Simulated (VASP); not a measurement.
Write the native input for VASP 6.6.1 that does the following.

```
Task                   : single point
Functional             : PBE
Potentials or basis    : VASP PAW PBE potentials, release 64 (Ti_sv, W_sv)
Cutoff                 : 520 eV
k mesh                 : 6 × 6 × 6
Occupations            : gaussian, width 0.1 eV
Spin                   : no spin polarisation
Dipole correction      : no
Further INCAR settings : ALGO = Normal; EDIFF = 1e-06; NBANDS = 39
```

The structure of Ti4W lies in POSCAR:

```
Ti4W
1.0
    2.1911736700      1.2650747100      4.4727145300
   -2.1911736700      1.2650747100      4.4727145300
    0.0000000000     -2.5301494200      4.4727145300
Ti W
4 1
Direct
    0.8000000000      0.8000000000      0.8000000000
    0.4000000000      0.4000000000      0.4000000000
    0.6000000000      0.6000000000      0.6000000000
    0.2000000000      0.2000000000      0.2000000000
    0.0000000000      0.0000000000      0.0000000000
```

The input as run:

INCAR

```
SYSTEM = Ti4W
  ALGO = Normal
  EDIFF = 1E-6
  ENCUT = 520
  GGA = PE
  ISIF = 2
  ISMEAR = 0
  LASPH = .TRUE.
  LCHARG = .FALSE.
  LREAL = .FALSE.
  LWAVE = .FALSE.
  NBANDS = 39
  NELM = 100
  PREC = Accurate
  SIGMA = 0.1
```

KPOINTS

```
k-points
0
G
  6 6 6
  0 0 0
```

Potentials or basis: VASP PAW PBE potentials, release 64 (Ti_sv, W_sv).

Run with:

```console
$ cat potpaw_PBE.64/Ti_sv/POTCAR potpaw_PBE.64/W_sv/POTCAR > POTCAR
$ mpirun -np 1 vasp_std > vasp.out
```

It gave:

```yaml
Pressure: 18.5 GPa
Largest_force: 0.409 eV/Å
Band_gap_on_the_k_mesh: zero (bands 31 and 32 overlap by 0.84 eV)
```

Caveat: the cell stands under pressure; spin-orbit coupling is left out, which moves the levels of the heavy elements.

Run time: 4.1 min on 1 thread of Intel Xeon 8259CL, on a shared host, peak memory 0.28 GiB.
